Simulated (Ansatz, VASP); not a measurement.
**Two plane-wave programs on As**

```
As
1.0
     2.95606    0.00000    0.00000
    -1.47803    2.56003    0.00000
     0.00000    0.00000    4.85747
As
2
Cartesian
  0.0000 1.7067 1.2144
  1.4780 0.8533 3.6431
```

Alike in both runs: functional PBEsol; k mesh 21 × 21 × 12; occupations gaussian, width 0.1 eV; no spin polarisation.

Ansatz relaxed the structure, and its values are those at the end. VASP's run is a single point on that final structure, the one shown.

|  | VASP | Ansatz |
| --- | --- | --- |
| version | VASP 6.6.1 | Ansatz 0.2.0 |
| potentials or method | VASP PAW PBE potentials, release 64 (As), cutoff 520 eV | scalar-relativistic, plane waves, PAW |
| valence electrons in the cell | 10 | 30 |

Ansatz gave:

```
gap on the k mesh at the Fermi level (eV) : none
pressure (GPa)                            : 0.0
```

Task: Estimate VASP's values.

Result: gap on the k mesh at the Fermi level (eV): none; pressure (GPa): 0.2.

VASP's potentials were made for PBE, not for PBEsol. A gap of «none» marks a metal or a gap that the smearing closes. The functional is the same, so the differences come from potentials, cutoffs and numerics. VASP's potentials hold 10 valence electrons a cell and Ansatz's 30, so a difference there can come from the potentials and not from the codes.
